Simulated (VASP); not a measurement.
# Ta in VASP: further runs

The runs below take Ta through electric field gradients, with PBE.

Everything below comes from runs of VASP 6.6.1. Logs are shortened: lines on timing, memory, paths and dates and some standing lists are left out, and cuts for length are marked.

## (1) The cell of the first run

It takes space group Im-3m (No. 229, cubic). The conventional cell has a = 3.314 Å, b = 3.314 Å, c = 3.314 Å, α = 90.00°, β = 90.00°, γ = 90.00°. Within 3.8 Å of Ta (site symmetry m-3m) lie 14 Ta at 2.87 to 3.31 Å.

## (2) Electric field gradients, PBE (volume scaled by 1.01)

INCAR reads:

```
PREC = Accurate
ENCUT = 520
EDIFF = 1E-8
ISMEAR = -1
SIGMA = 0.08
LREAL = False
LASPH = True
NELM = 60
ALGO = Normal
ISIF = 2
LWAVE = False
LCHARG = False
GGA = PE
LEFG = True
NBANDS = 12
```

KPOINTS reads:

```
regular mesh
0
Gamma
  17 17 17
```

POSCAR reads:

```
Ta
1.0
   -1.6567660204      1.6567660204      1.6567660204
    1.6567660204     -1.6567660204      1.6567660204
    1.6567660204      1.6567660204     -1.6567660204
Ta
1
Direct
    0.0000000000      0.0000000000      0.0000000000
```

Potentials or basis: VASP PAW PBE potentials, release 64 (Ta_pv).

Started as:

```
$ cat potpaw_PBE.64/Ta_pv/POTCAR > POTCAR
$ mpirun -np 1 vasp_std > vasp.out
```

OUTCAR:

```text
PREC = Accurate
   ENCUT = 520
   EDIFF = 1E-8
   ISMEAR = -1
   LREAL = False
   LASPH = True
   NELM = 60
   ISIF = 2
   GGA = PE

 ion  position               nearest neighbor table
   1  0.000  0.000  0.000-

  LATTYP: Found a body centered cubic cell.
 ALAT       =     3.3135320408

  Lattice vectors:

 A1 = (  -1.6567660204,   1.6567660204,   1.6567660204)
 A2 = (   1.6567660204,  -1.6567660204,   1.6567660204)
 A3 = (   1.6567660204,   1.6567660204,  -1.6567660204)

Analysis of symmetry for initial positions (statically):
=====================================================================
 Subroutine PRICEL returns:
 Original cell was already a primitive cell.

 Routine SETGRP: Setting up the symmetry group for a
 body centered cubic supercell.

 Subroutine GETGRP returns: Found 48 space group operations
[... 9 lines left out ...]

 Routine SETGRP: Setting up the symmetry group for a
 body centered cubic supercell.

 Subroutine GETGRP returns: Found 48 space group operations
[... 11 lines left out ...]
                                     Primitive cell

  volume of cell :      18.1905

  direct lattice vectors                    reciprocal lattice vectors
    -1.656766020  1.656766020  1.656766020     0.000000000  0.301792766  0.301792766
     1.656766020 -1.656766020  1.656766020     0.301792766  0.000000000  0.301792766
     1.656766020  1.656766020 -1.656766020     0.301792766  0.301792766  0.000000000

  length of vectors
     2.869602924  2.869602924  2.869602924     0.426799423  0.426799423  0.426799423

  position of ions in fractional coordinates (direct lattice)
     0.000000000  0.000000000  0.000000000

  ion indices of the primitive-cell ions
   primitive index   ion index
                 1           1

----------------------------------------------------------------------------------------

 KPOINTS: regular mesh

Automatic generation of k-mesh.
 Grid dimensions read from file:
 generate k-points for:   17   17   17

 Generating k-lattice:

  Cartesian coordinates                     Fractional coordinates (reciprocal lattice)
     0.000000000  0.017752516  0.017752516     0.058823529  0.000000000  0.000000000
     0.017752516  0.000000000  0.017752516     0.000000000  0.058823529  0.000000000
     0.017752516  0.017752516  0.000000000     0.000000000  0.000000000  0.058823529

  Length of vectors
     0.025105848  0.025105848  0.025105848

  Shift w.r.t. Gamma in fractional coordinates (k-lattice)
     0.000000000  0.000000000  0.000000000

 Subroutine IBZKPT returns following result:
 ===========================================

 Found    165 irreducible k-points:

 Following reciprocal coordinates:
            Coordinates               Weight
  0.000000  0.000000  0.000000      1.000000
  0.058824  0.000000  0.000000     12.000000
  0.117647  0.000000  0.000000     12.000000
  0.176471  0.000000  0.000000     12.000000
  0.235294  0.000000  0.000000     12.000000
  0.294118  0.000000  0.000000     12.000000
[... 16 lines left out ...]
  0.411765  0.117647 -0.000000     48.000000
  0.176471  0.176471  0.000000     24.000000
 [... further k-points ...]
   k-points           NKPTS =    165   k-points in BZ     NKDIM =    165   number of bands    NBANDS=     12
   number of dos      NEDOS =    301   number of ions     NIONS =      1
   total plane-waves  NPLWV =  13824
   dimension x,y,z NGX =    24 NGY =   24 NGZ =   24
   dimension x,y,z NGXF=    48 NGYF=   48 NGZF=   48
   ions per type =               1
   NGX,Y,Z   is equivalent  to a cutoff of  13.90, 13.90, 13.90 a.u.
   NGXF,Y,Z  is equivalent  to a cutoff of  27.81, 27.81, 27.81 a.u.
 SYSTEM =  unknown system
   PREC   = accura    normal or accurate (medium, high low for compatibility)
   ISTART =      0    job   : 0-new  1-cont  2-samecut
   ICHARG =      2    charge: 1-file 2-atom 10-const
   ISPIN  =      1    spin polarized calculation?
   LNONCOLLINEAR =      F non collinear calculations
   LSORBIT =      F    spin-orbit coupling
   LASPH  =      T    aspherical Exc in radial PAW
   ENCUT  =  520.0 eV  38.22 Ry    6.18 a.u.   5.34  5.34  5.34*2*pi/ulx,y,z
   NELM   =     60;   NELMIN=  2; NELMDL= -5     # of ELM steps
   EDIFF  = 0.1E-07   stopping-criterion for ELM
   LREAL  =      F    real-space projection
   EDIFFG = 0.1E-06   stopping-criterion for IOM
   NSW    =      0    number of steps for IOM
   IBRION =     -1    ionic relax: 0-MD 1-quasi-New 2-CG
   NFREE  =      0    steps in history (QN), initial steepest desc. (CG)
   ISIF   =      2    stress and relaxation
   ISYM   =      2    0-nonsym 1-usesym 2-fastsym
   POTIM  = 0.5000    time-step for ionic-motion
   TEBEG  =    0.0;   TEEND  =   0.0 temperature during run
   PSTRESS=    0.0 pullay stress
   NELECT =      11.0000    total number of electrons
   NUPDOWN=      -1.0000    fix difference up-down
   EMIN   =  10.00;   EMAX   =-10.00  energy-range for DOS
   EFERMI =   0.00;   METHOD = LEGACY
   ISMEAR =    -1;   SIGMA  =   0.08  broadening in eV -4-tet -1-fermi 0-gaus
   EFERMI_NEDOS =   21; number of points for ismear=-14 and -15
   IALGO  =     38    algorithm
   IMIX   =      4    mixing-type and parameters
     AMIX     =   0.40;   BMIX     =  1.00
     AMIX_MAG =   1.60;   BMIX_MAG =  1.00
  volume/ion in A,a.u.               =      18.19       122.76
  Fermi-wavevector in a.u.,A,eV,Ry     =   1.384388  2.616114 26.075982  1.916531
  Thomas-Fermi vector in A             =   2.508897
   LORBIT       =      0    0 simple, 1 ext, 2 COOP (PROOUT), +10 PAW based schemes
   GGA     = PE    functional components
   LHFCALC =     F    Hartree Fock is set to
   AEXX    =    0.0000 exact exchange contribution
   IVDW    =     0    specifies the selected vdW correction
   LEPSILON=     F    determine dielectric tensor
   LRPA    =     F    only Hartree local field effects (RPA)
 non-spin polarized calculation
  energy-cutoff  :      520.00
  volume of cell :       18.19
 maximum number of plane-waves:       499
 NGX is ok and might be reduce to    24
   NGX = 11   NGY = 11   NGZ = 11

 number of electron      11.0000001 magnetization

 Free energy of the ion-electron system (eV)
  ---------------------------------------------------
  ext. energy  EPLUGINS =         0.00000000
  ---------------------------------------------------
  free energy    TOTEN  =       -11.82688325 eV

  energy without entropy =      -11.79904907  energy(sigma->0) =      -11.81296616

 E-fermi :   5.4134     XC(G=0): -12.5675

 val. band max:        5.4054793406   @ k =  -0.2353   0.2353   0.1176
 cond. band min:       5.4135700932   @ k =  -0.4706  -0.4706   0.1765
 fundamental gap:      0.0080907526
 Fermi energy:         5.4134102279

 k-point     1 :       0.0000    0.0000    0.0000
  band No.  band energies     occupation
      1     -27.7034      2.00000
      2     -27.7034      2.00000
      3     -27.7034      2.00000
      4      -2.4718      2.00000
      5       6.1417      0.00022
      6       6.1417      0.00022
      7       6.1417      0.00022
      8       9.3798      0.00000
      9       9.3798      0.00000
     10      20.0711      0.00000
     11      20.3706      0.00000
     12      20.3706      0.00000

 k-point     2 :       0.0588    0.0000    0.0000
  band No.  band energies     occupation
      1     -27.7451      2.00000
      2     -27.7162      2.00000
      3     -27.7036      2.00000
      4      -2.3186      2.00000
      5       6.0417      0.00078
      6       6.1131      0.00032
      7       6.2913      0.00003
      8       9.2169      0.00000
      9       9.3799      0.00000
     10      20.0709      0.00000
     11      20.5088      0.00000
     12      20.6395      0.00000

 k-point     3 :       0.1176    0.0000    0.0000
  band No.  band energies     occupation
      1     -27.8631      2.00000
      2     -27.7529      2.00000
      3     -27.7042      2.00000
      4      -1.8765      2.00000
      5       5.7693      0.02311
      6       5.9897      0.00149
      7       6.7352      0.00000
      8       8.8904      0.00000
      9       9.3900      0.00000
     10      20.0705      0.00000
     11      20.8454      0.00000
     12      21.4165      0.00000

 k-point     4 :       0.1765    0.0000    0.0000
  band No.  band energies     occupation
      1     -28.0380      2.00000
      2     -27.8079      2.00000
      3     -27.7052      2.00000
      4      -1.2012      2.00000
      5       5.3893      1.14940
      6       5.7176      0.04364
      7       7.4578      0.00000
      8       8.6963      0.00000
      9       9.4323      0.00000
     10      20.0697      0.00000
     11      21.0797      0.00000
     12      22.6284      0.00000

 k-point     5 :       0.2353    0.0000    0.0000
  band No.  band energies     occupation
      1     -28.2428      2.00000
      2     -27.8736      2.00000
      3     -27.7064      2.00000
      4      -0.3991      2.00000
      5       4.9737      1.99183
      6       5.3882      1.15640
      7       8.4304      0.00000
      8       8.7539      0.00000
      9       9.5291      0.00000
     10      20.0675      0.00000
     11      20.7162      0.00000
     12      22.3277      0.00000
[... 228 lines left out ...]
      1     -28.6167      2.00000
      2     -28.0310      2.00000
      3     -27.7620      2.00000
      4       1.2742      2.00000
      5       4.2712      2.00000
      6       5.1094      1.95623
      7       8.8899      0.00000
      8      10.1516      0.00000
      9      11.5090      0.00000
     10      18.4264      0.00000
     11      19.8698      0.00000
     12      20.1019      0.00000

 k-point    22 :       0.3529    0.1176   -0.0000
  band No.  band energies     occupation
      1     -28.7256      2.00000
      2     -28.0871      2.00000
      3     -27.7641      2.00000
      4       1.4773      2.00000
      5       4.0822      2.00000
      6       5.6570      0.09090
      7       9.0989      0.00000
      8      10.2959      0.00000
      9      12.7349      0.00000
     10      17.2424      0.00000
     11      18.7824      0.00000
     12      20.0794      0.00000

 k-point    23 :       0.4118    0.1176   -0.0000
  band No.  band energies     occupation
      1     -28.7831      2.00000
      2     -28.1172      2.00000
      3     -27.7652      2.00000
      4       1.5113      2.00000
      5       3.9855      2.00000
      6       6.1686      0.00016
      7       9.0951      0.00000
      8      10.4926      0.00000
      9      13.5623      0.00000
     10      16.4022      0.00000
     11      18.2474      0.00000
     12      20.0778      0.00000

 k-point    24 :       0.1765    0.1765    0.0000
  band No.  band energies     occupation
      1     -28.4375      2.00000
      2     -27.9469      2.00000
      3     -27.7792      2.00000
      4       0.7611      2.00000
      5       4.5680      1.99995
      6       4.8338      1.99857
      7       8.4280      0.00000
      8      10.0486      0.00000
      9      10.2012      0.00000
     10      19.8949      0.00000
     11      20.1174      0.00000
     12      22.0443      0.00000

 [... further k-points ...]
[... 5 lines left out ...]
  --------------------------------------------------------------------------------------
  -------------------------------------------------------------------------------------
  Total        0.1366351      0.1366351      0.1366351     -0.0000000      0.0000000      0.0000000
  in kB       12.0345397     12.0345397     12.0345397     -0.0000000      0.0000000      0.0000000
  external PRESSURE =      12.0345397 kB  Pullay stress =       0.0000000 kB

 VOLUME and BASIS-vectors are now :
 -----------------------------------------------------------------------------
  energy-cutoff  :      520.00
  volume of cell :       18.19
      direct lattice vectors                 reciprocal lattice vectors
    -1.656766020  1.656766020  1.656766020     0.000000000  0.301792766  0.301792766
     1.656766020 -1.656766020  1.656766020     0.301792766  0.000000000  0.301792766
     1.656766020  1.656766020 -1.656766020     0.301792766  0.301792766  0.000000000

 POSITION                                       TOTAL-FORCE (eV/Angst)
 -----------------------------------------------------------------------------------
      0.00000      0.00000      0.00000         0.000000     -0.000000     -0.000000
 -----------------------------------------------------------------------------------
    total drift:                               -0.000000      0.000000      0.000000

  FREE ENERGIE OF THE ION-ELECTRON SYSTEM (eV)
  ---------------------------------------------------
  free  energy   TOTEN  =       -11.8268832486 eV

  energy  without entropy=      -11.7990490711  energy(sigma->0) =      -11.81296616

 Electric field gradients (V/A^2)
---------------------------------------------------------------------
 ion       V_xx      V_yy      V_zz      V_xy      V_xz      V_yz
---------------------------------------------------------------------
   1      -0.000     0.000     0.000     0.000     0.000     0.000
---------------------------------------------------------------------

 Electric field gradients after diagonalization (V/A^2)
 (convention: |V_zz| > |V_xx| > |V_yy|)
----------------------------------------------------------------------
 ion       V_xx      V_yy      V_zz     asymmetry (V_yy - V_xx)/ V_zz
----------------------------------------------------------------------
   1      -0.000    -0.000     0.000       0.000
----------------------------------------------------------------------

           NMR quadrupolar parameters

 Cq : quadrupolar parameter    Cq=e*Q*V_zz/h
 eta: asymmetry parameters     (V_yy - V_xx)/ V_zz
 Q  : nuclear electric quadrupole moment in mb (millibarn)
----------------------------------------------------------------------
 ion       Cq(MHz)       eta       Q (mb)
----------------------------------------------------------------------
   1       0.000       0.000       1.000
----------------------------------------------------------------------
```

It took 41 s on 1 thread of AMD EPYC 7R43 (Zen 3), shared host; peak memory 0.14 GiB.

What came out:

```yaml
Free_energy: -11.8269 eV
Pressure: 1.2 GPa
```

Caveat: without QUAD_EFG the Cq values of the log hold for a quadrupole moment of 1 mb, not for the nuclei; spin-orbit coupling is left out, which moves the levels of the heavy elements.

(Continued in part 2 of 3.)
